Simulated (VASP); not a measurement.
Input of a VASP 6.6.1 run:

File INCAR:

```
  ALGO = Normal
  EDIFF = 1E-6
  ENCUT = 520
  GGA = PE
  ISIF = 2
  ISMEAR = -1
  ISPIN = 2
  LASPH = True
  LCHARG = True
  LELF = True
  LORBIT = 11
  LREAL = Auto
  LVHAR = True
  LWAVE = False
  MAGMOM = 0 0 0 0 0 0 0 0 0 0 0 0 0 0 0 0 1
  NBANDS = 52
  NELM = 150
  PREC = Accurate
  SIGMA = 0.05
```

File KPOINTS:

```
k-points
0
Gamma
  2 2 2
```

File POSCAR:

```
AlSi16
1.0
    0.0000000000      5.4300000000      5.4300000000
    5.4300000000      0.0000000000      5.4300000000
    5.4300000000      5.4300000000      0.0000000000
Si Al
16 1
Direct
   -0.0391620626      0.0900092081     -0.0021454880
    0.1464825046      0.1088213628      0.1429097606
    0.0334530387      0.0208747698      0.4896593002
    0.1242817680      0.1446132597      0.6617771639
    0.0562799263      0.5091528545     -0.0040147330
    0.1488581952      0.7311418048      0.0628729282
   -0.0230110497      0.5233977901      0.5126243094
    0.1291436464      0.6603775322      0.6091252302
    0.4948158379     -0.1083333333      0.0574309392
    0.5904972376      0.1442173112      0.1125782689
    0.5030662983      0.0274309392      0.4889410681
    0.6502578269      0.0783609576      0.6791528545
    0.4684162063      0.5321731123     -0.0264272560
    0.6682044199      0.4933609576      0.1648895028
    0.4914272560      0.4749079190      0.5186095764
    0.5979097606      0.6508931860      0.6160313076
    0.7752486188      0.7356169429      0.2167219153
```

Potentials or basis: VASP PAW PBE potentials, release 64 (Si, Al).

The run is started by

```sh
$ cat potpaw_PBE.64/Si/POTCAR potpaw_PBE.64/Al/POTCAR > POTCAR
$ mpirun -np 1 vasp_std > vasp.out
```

Task: What does it give for the largest force?

Result: 3.539 eV/Å.

Task: Estimate the net moment.

Result: 0.00 μB per cell.

Task: Estimate the pressure.

Result: 3.4 GPa.

Stress tensor (GPa, compression positive):
```
 5.61 -0.54 -3.51
-0.54  2.85 -0.34
-3.51 -0.34  1.70
```

Caveat: the k points lie up to 0.50 Å⁻¹ apart; the atoms stand as in a frame of molecular dynamics.
